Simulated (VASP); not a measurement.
# TaN (Amm2) in VASP: a series of runs, part 2 of 3

VASP 6.6.1.

### Step 3. Single point, PBEsol (strain -0.0150 x Voigt [0, 1, 0, 0, 0, 0])

Contents of INCAR:

```
  PREC = Accurate
  ENCUT = 520
  EDIFF = 1E-6
  ISMEAR = 0
  SIGMA = 0.15
  LREAL = False
  LASPH = True
  NELM = 80
  ALGO = Normal
  ISIF = 2
  LWAVE = False
  LCHARG = False
  GGA = PS
  NBANDS = 15
```

Contents of KPOINTS:

```
Automatic mesh
0
Gamma
  18 18 16
```

Contents of POSCAR:

```
TaN
1.0
    2.9379988584      0.0000000000      0.0000000000
   -1.4689994292      2.5062159230      0.0000000000
    0.0000000000      0.0000000000      2.8830000000
Ta N
1 1
Direct
    0.3333333333      0.6666666667      0.5000000000
    0.0000000000      0.0000000000      0.0000000000
```

Potentials or basis: VASP PAW PBE potentials, release 64 (Ta_pv, N).

Run with:

```console
> cat potpaw_PBE.64/Ta_pv/POTCAR potpaw_PBE.64/N/POTCAR > POTCAR
> mpirun -np 1 vasp_std > vasp.out
```

OUTCAR:

```text
PREC = Accurate
   ENCUT = 520
   EDIFF = 1E-6
   ISMEAR = 0
   LREAL = False
   LASPH = True
   NELM = 80
   ISIF = 2
   GGA = PS

 ion  position               nearest neighbor table
   1  0.333  0.667  0.500-   2 2.21   2 2.21   2 2.22   2 2.22   2 2.22   2 2.22
   2  0.000  0.000  0.000-   1 2.21   1 2.21   1 2.22   1 2.22   1 2.22   1 2.22

  Warning from LATTYP: Monoclinic adjustment (A1->A3, A2->A1, A3->A2)!
  LATTYP: Found a base centered orthorhombic cell.
 ALAT       =     2.9379988584
 B/A-ratio  =     1.7060700455
 C/A-ratio  =     0.9812801635

  Lattice vectors:

 A1 = (   1.4689994292,  -2.5062159230,   0.0000000000)
 A2 = (   1.4689994292,   2.5062159230,   0.0000000000)
 A3 = (   0.0000000000,   0.0000000000,   2.8830000000)

Analysis of symmetry for initial positions (statically):
=====================================================================
 Subroutine PRICEL returns:
 Original cell was already a primitive cell.

 Routine SETGRP: Setting up the symmetry group for a
 base centered orthorhombic supercell.

 Subroutine GETGRP returns: Found  4 space group operations
 (whereof  4 operations were pure point group operations)
 out of a pool of  8 trial point group operations.

The static configuration has the point symmetry C_2v.

Analysis of symmetry for dynamics (positions and initial velocities):
=====================================================================
 Subroutine PRICEL returns:
 Original cell was already a primitive cell.

 Routine SETGRP: Setting up the symmetry group for a
 base centered orthorhombic supercell.

 Subroutine GETGRP returns: Found  4 space group operations
 (whereof  4 operations were pure point group operations)
 out of a pool of  8 trial point group operations.

The dynamic configuration has the point symmetry C_2v.

 Subroutine INISYM returns: Found  4 space group operations
 (whereof  4 operations are pure point group operations),
 and found     1 'primitive' translations

----------------------------------------------------------------------------------------
[... 118 lines left out ...]
   GGA     = PS    functional components
   LHFCALC =     F    Hartree Fock is set to
   AEXX    =    0.0000 exact exchange contribution
   IVDW    =     0    specifies the selected vdW correction
   LEPSILON=     F    determine dielectric tensor
   LRPA    =     F    only Hartree local field effects (RPA)
 non-spin polarized calculation
 Gauss-broadening in eV      SIGMA  =   0.15
  energy-cutoff  :      520.00
  volume of cell :       21.23
 maximum number of plane-waves:       593
 NGX is ok and might be reduce to    24
   NGX = 11   NGY = 11   NGZ = 11

 number of electron      15.9999999 magnetization

 Free energy of the ion-electron system (eV)
  ---------------------------------------------------
  ext. energy  EPLUGINS =         0.00000000
  ---------------------------------------------------
  free energy    TOTEN  =       -23.80086668 eV

  energy without entropy =      -23.80029867  energy(sigma->0) =      -23.80058268

 E-fermi :   8.2085     XC(G=0): -13.5891

 val. band max:        8.1564696643   @ k =   0.0000   0.0000   0.3750
 cond. band min:       8.2401037352   @ k =   0.0000   0.0556   0.3750
 fundamental gap:      0.0836340709
 Fermi energy:         8.2085246884

 k-point     1 :       0.0000    0.0000    0.0000
  band No.  band energies     occupation
      1     -26.5075      2.00000
      2     -26.2206      2.00000
      3     -26.1869      2.00000
      4      -9.5934      2.00000
      5       3.5851      2.00000
      6       3.7573      2.00000
      7       3.9515      2.00000
      8       5.2755      2.00000
      9      10.6412      0.00000
     10      11.7741      0.00000
     11      11.9766      0.00000
     12      12.2663      0.00000
     13      12.3369      0.00000
     14      21.3476      0.00000
[... 401 lines left out ...]
      2     -26.4287      2.00000
      3     -26.3344      2.00000
      4      -8.4244      2.00000
      5       1.3313      2.00000
      6       3.8998      2.00000
      7       4.4235      2.00000
      8       5.1683      2.00000
      9      10.2853      0.00000
     10      11.6118      0.00000
     11      12.4579      0.00000
     12      13.4868      0.00000
     13      13.8010      0.00000
     14      21.4836      0.00000
     15      21.7463      0.00000

 [... further k-points ...]
[... 5 lines left out ...]
  --------------------------------------------------------------------------------------
  -------------------------------------------------------------------------------------
  Total       -0.1135858      0.8138974     -0.2320946      0.0000000      0.0000000      0.0000000
  in kB       -8.5727424     61.4278757    -17.5170456      0.0000000      0.0000000      0.0000000
  external PRESSURE =      11.7793626 kB  Pullay stress =       0.0000000 kB

 VOLUME and BASIS-vectors are now :
 -----------------------------------------------------------------------------
  energy-cutoff  :      520.00
  volume of cell :       21.23
      direct lattice vectors                 reciprocal lattice vectors
     2.937998858  0.000000000  0.000000000     0.340367729  0.199503959  0.000000000
    -1.468999429  2.506215923  0.000000000     0.000000000  0.399007919  0.000000000
     0.000000000  0.000000000  2.883000000     0.000000000  0.000000000  0.346860909

 POSITION                                       TOTAL-FORCE (eV/Angst)
 -----------------------------------------------------------------------------------
     -0.00000      1.67081      1.44150         0.000000      0.033954      0.000000
      0.00000      0.00000      0.00000         0.000000     -0.033954      0.000000
 -----------------------------------------------------------------------------------
    total drift:                                0.000000     -0.000231      0.000000

  FREE ENERGIE OF THE ION-ELECTRON SYSTEM (eV)
  ---------------------------------------------------
  free  energy   TOTEN  =       -23.8008666848 eV

  energy  without entropy=      -23.8002986653  energy(sigma->0) =      -23.80058268
```

OSZICAR:

```text
N       E                     dE             d eps       ncg     rms          rms(c)
DAV:   1     0.895365222136E+02    0.89537E+02   -0.87763E+03 24577   0.113E+03
DAV:   2    -0.233011713973E+02   -0.11284E+03   -0.10616E+03 29554   0.306E+02
DAV:   3    -0.261158747330E+02   -0.28147E+01   -0.28010E+01 28231   0.450E+01
DAV:   4    -0.261273726324E+02   -0.11498E-01   -0.11495E-01 31717   0.309E+00
DAV:   5    -0.261274386782E+02   -0.66046E-04   -0.66042E-04 28707   0.220E-01    0.245E+01
DAV:   6    -0.238992674991E+02    0.22282E+01   -0.34886E+00 32540   0.224E+01    0.105E+01
DAV:   7    -0.238365521533E+02    0.62715E-01   -0.56725E-01 26565   0.581E+00    0.710E+00
DAV:   8    -0.238082256361E+02    0.28327E-01   -0.14483E-01 31087   0.318E+00    0.146E+00
DAV:   9    -0.238009846196E+02    0.72410E-02   -0.15192E-02 27916   0.102E+00    0.184E-01
DAV:  10    -0.238009422163E+02    0.42403E-04   -0.10808E-03 30597   0.387E-01    0.857E-02
DAV:  11    -0.238008660986E+02    0.76118E-04   -0.96399E-05 28672   0.107E-01    0.985E-03
DAV:  12    -0.238008667370E+02   -0.63836E-06   -0.12504E-05 26278   0.315E-02    0.479E-03
DAV:  13    -0.238008666848E+02    0.52156E-07   -0.29071E-08 13671   0.177E-03
   1 F= -.23800867E+02 E0= -.23800583E+02  d E =-.568020E-03
```

stdout:

```text
POSCAR found type information on POSCAR TaN
 POSCAR found :  2 types and       2 ions
 scaLAPACK will be used
 -----------------------------------------------------------------------------
|                                                                             |
|                                                                             |
|     You enforced a specific xc type in the INCAR file but a different       |
|     I HOPE YOU KNOW WHAT YOU ARE DOING!                                     |
|                                                                             |
 -----------------------------------------------------------------------------

 LDA part: xc-table for (Slater+PW92), standard interpolation
 POSCAR, INCAR and KPOINTS ok, starting setup
 FFT: planning ... GRIDC
 FFT: planning ... GRID_SOFT
 FFT: planning ... GRID
 WAVECAR not read
 entering main loop
```

Run time: 3.9 min. Hardware: 1 thread of Intel Xeon 8259CL, shared host; peak memory 0.37 GiB.

Results:

```yaml
Free_energy: -23.8009 eV
Pressure: 1.2 GPa
Largest_force: 0.034 eV/Å
Band_gap_on_the_k_mesh: zero (bands 8 and 9 overlap by 0.37 eV)
```

Forces in eV/Å, atoms in the order of the input:
```
Ta   0.000  0.034  0.000
N    0.000 -0.034  0.000
```

Levels at points of the mesh, in eV from the Fermi level:
| k point | band 6 | band 7 | band 8 | band 9 | band 10 | band 11 |
| --- | --- | --- | --- | --- | --- | --- |
| (0.00, 0.00, 0.00) | -4.45 | -4.26 | -2.93 | 2.43 | 3.57 | 3.77 |
| (0.50, 0.00, 0.00) | -5.30 | -3.54 | -3.07 | 3.10 | 4.25 | 5.31 |
| (0.00, 0.50, 0.00) | -5.30 | -3.50 | -3.19 | 2.96 | 4.21 | 5.26 |
| (0.00, 0.00, 0.50) | -3.72 | -3.66 | -0.23 | 0.08 | 2.42 | 3.35 |
| (0.50, 0.00, 0.50) | -6.22 | -5.63 | -0.35 | 4.32 | 5.52 | 6.18 |
| (0.00, 0.50, 0.50) | -6.24 | -5.80 | -0.21 | 4.27 | 5.62 | 6.22 |

Caveat: the cell differs from its parent crystal (strain -0.0150 x Voigt [0, 1, 0, 0, 0, 0]); the PAW data sets were made with another functional, which shifts forces and pressure a little; spin-orbit coupling is left out, which moves the levels of the heavy elements.

### Step 4. Single point, PBEsol (strain -0.0100 x Voigt [0, 1, 0, 0, 0, 0])

Contents of INCAR:

```
SYSTEM = TaN
PREC     = Accurate       ! precision mode
ENCUT    = 520            ! plane-wave cutoff, eV
EDIFF    = 1E-6           ! SCF threshold, eV
ISMEAR   = 0              ! smearing method
SIGMA    = 0.15           ! smearing width, eV
LREAL    = .False.        ! projectors in reciprocal space
LASPH    = .True.         ! aspherical terms in the spheres
NELM     = 100            ! most SCF steps
ALGO     = Normal         ! electronic algorithm
ISIF     = 2              ! what is computed and relaxed
LWAVE    = .False.        ! write WAVECAR
LCHARG   = .False.        ! write CHGCAR
GGA      = PS             ! functional
NBANDS   = 15             ! bands
```

Contents of KPOINTS:

```
regular mesh
0
Gamma
  18 18 16
  0 0 0
```

Contents of POSCAR:

```
TaN
1.0
    2.9379988584      0.0000000000      0.0000000000
   -1.4689994292      2.5189378312      0.0000000000
    0.0000000000      0.0000000000      2.8830000000
Ta N
1 1
Direct
    0.3333333333      0.6666666667      0.5000000000
    0.0000000000      0.0000000000      0.0000000000
```

Run with:

```console
> cat potpaw_PBE.64/Ta_pv/POTCAR potpaw_PBE.64/N/POTCAR > POTCAR
> mpirun -np 1 vasp_std > vasp.out
```

Run time: 4.2 min. Hardware: 1 thread of Intel Xeon 8259CL, shared host; peak memory 0.37 GiB.

The run converged. Its results:

```
Free energy            : -23.8039 eV
Pressure               : -0.6 GPa
Largest force          : 0.021 eV/Å
Band gap on the k mesh : zero (bands 8 and 9 overlap by 0.35 eV)
```

Forces on the atoms (eV/Å):
```
Ta   0.000  0.021  0.000
N    0.000 -0.021  0.000
```

Stress tensor (GPa, compression positive):
```
-1.95  0.00  0.00
 0.00  2.61  0.00
 0.00  0.00 -2.57
```

Levels at points of the mesh, in eV from the Fermi level:
| k point | band 5 | band 6 | band 7 | band 8 | band 9 | band 10 | band 11 | band 12 |
| --- | --- | --- | --- | --- | --- | --- | --- | --- |
| (0.00, 0.00, 0.00) | -4.59 | -4.47 | -4.24 | -2.91 | 2.37 | 3.59 | 3.72 | 4.04 |
| (0.50, 0.00, 0.00) | -8.33 | -5.25 | -3.52 | -3.09 | 3.07 | 4.19 | 5.29 | 5.44 |
| (0.00, 0.50, 0.00) | -8.31 | -5.25 | -3.49 | -3.17 | 2.98 | 4.17 | 5.26 | 5.47 |
| (0.00, 0.00, 0.50) | -9.41 | -3.72 | -3.68 | -0.18 | 0.03 | 2.44 | 3.35 | 3.46 |
| (0.50, 0.00, 0.50) | -7.35 | -6.20 | -5.64 | -0.34 | 4.28 | 5.48 | 6.15 | 7.23 |
| (0.00, 0.50, 0.50) | -7.37 | -6.21 | -5.75 | -0.25 | 4.24 | 5.54 | 6.18 | 7.24 |

Caveat: the cell differs from its parent crystal (strain -0.0100 x Voigt [0, 1, 0, 0, 0, 0]); the PAW data sets were made with another functional, which shifts forces and pressure a little; spin-orbit coupling is left out, which moves the levels of the heavy elements.

### Step 5. Single point, PBEsol (strain -0.0050 x Voigt [0, 1, 0, 0, 0, 0])

Contents of INCAR:

```
  ALGO = Normal
  EDIFF = 1E-6
  ENCUT = 520
  GGA = PS
  ISIF = 2
  ISMEAR = 0
  LASPH = True
  LCHARG = True
  LELF = True
  LREAL = False
  LVHAR = True
  LWAVE = False
  NBANDS = 15
  NELM = 60
  PREC = Accurate
  SIGMA = 0.15
```

Contents of KPOINTS:

```
k-points
0
Gamma
  18 18 16
```

Contents of POSCAR:

```
TaN
1.0
    2.9379988584      0.0000000000      0.0000000000
   -1.4689994292      2.5316597394      0.0000000000
    0.0000000000      0.0000000000      2.8830000000
Ta N
1 1
Direct
    0.3333333333      0.6666666667      0.5000000000
    0.0000000000      0.0000000000      0.0000000000
```

Run with:

```console
> cat potpaw_PBE.64/Ta_pv/POTCAR potpaw_PBE.64/N/POTCAR > POTCAR
> mpirun -np 1 vasp_std > vasp.out
```

Run time: 4.2 min. Hardware: 1 thread of Intel Xeon 8259CL, shared host; peak memory 0.37 GiB.

It converged, with:

| Item | Value |
| --- | --- |
| Free energy | -23.8046 eV |
| Pressure | -2.4 GPa |
| Largest force | 0.009 eV/Å |
| Band gap on the k mesh | zero (bands 8 and 9 overlap by 0.34 eV) |

Forces on the atoms (eV/Å):
```
Ta   0.000  0.009  0.000
N    0.000 -0.009  0.000
```

Stress tensor (GPa, compression positive):
```
-3.02  0.00  0.00
 0.00 -0.79  0.00
 0.00  0.00 -3.35
```

Levels at points of the mesh, in eV from the Fermi level:
```
           k point  band 5  band 6  band 7  band 8  band 9  band 10  band 11  band 12
(0.00, 0.00, 0.00)   -4.56   -4.50   -4.22   -2.89    2.31     3.61     3.68     4.03
(0.50, 0.00, 0.00)   -8.31   -5.21   -3.49   -3.11    3.04     4.13     5.27     5.39
(0.00, 0.50, 0.00)   -8.29   -5.21   -3.48   -3.15    3.00     4.12     5.25     5.40
(0.00, 0.00, 0.50)   -9.38   -3.72   -3.70   -0.13   -0.02     2.45     3.34     3.40
(0.50, 0.00, 0.50)   -7.33   -6.19   -5.65   -0.33    4.23     5.44     6.13     7.17
(0.00, 0.50, 0.50)   -7.34   -6.19   -5.71   -0.28    4.22     5.47     6.14     7.18
```

Caveat: the cell differs from its parent crystal (strain -0.0050 x Voigt [0, 1, 0, 0, 0, 0]); the PAW data sets were made with another functional, which shifts forces and pressure a little; spin-orbit coupling is left out, which moves the levels of the heavy elements.

[end of part 2 of 3]
